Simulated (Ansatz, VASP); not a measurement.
Two plane-wave programs on Cs2SnI6

```
Cs Sn I
1.0
     0.00000    5.81380    5.81380
     5.81380    0.00000    5.81380
     5.81380    5.81380    0.00000
Cs Sn I
2 1 6
Direct
  0.25000 0.25000 0.25000
  0.75000 0.75000 0.75000
  0.00000 0.00000 0.00000
  0.75098 0.24902 0.24902
  0.24902 0.75098 0.24902
  0.24902 0.75098 0.75098
  0.75098 0.24902 0.75098
  0.24902 0.24902 0.75098
  0.75098 0.75098 0.24902
```

Alike in both runs: functional PBE; k mesh 4 × 4 × 4; occupations gaussian, width 0.05 eV; no spin polarisation.

Ansatz relaxed the structure, and its values are those at the end. VASP's run is a single point on that final structure, the one shown.

|  | VASP | Ansatz |
| --- | --- | --- |
| version | VASP 6.6.1 | Ansatz 0.2.0 |
| potentials or method | VASP PAW PBE potentials, release 64 (Cs_sv, Sn_d, I), cutoff 500 eV | scalar-relativistic, plane waves, PAW |
| valence electrons in the cell | 74 | 134 |

|  | VASP | Ansatz | Ansatz less VASP |
| --- | --- | --- | --- |
| gap on the k mesh at the Fermi level (eV) | none | none | - |
| pressure (GPa) | 1.0 | 1.0 | -0.01 |

A gap of «none» marks a metal or a gap that the smearing closes. VASP's potentials hold 74 valence electrons a cell and Ansatz's 134, so a difference there can come from the potentials and not from the codes. Ansatz's warnings: stress scf threshold loose.

Spin-orbit coupling is off throughout.
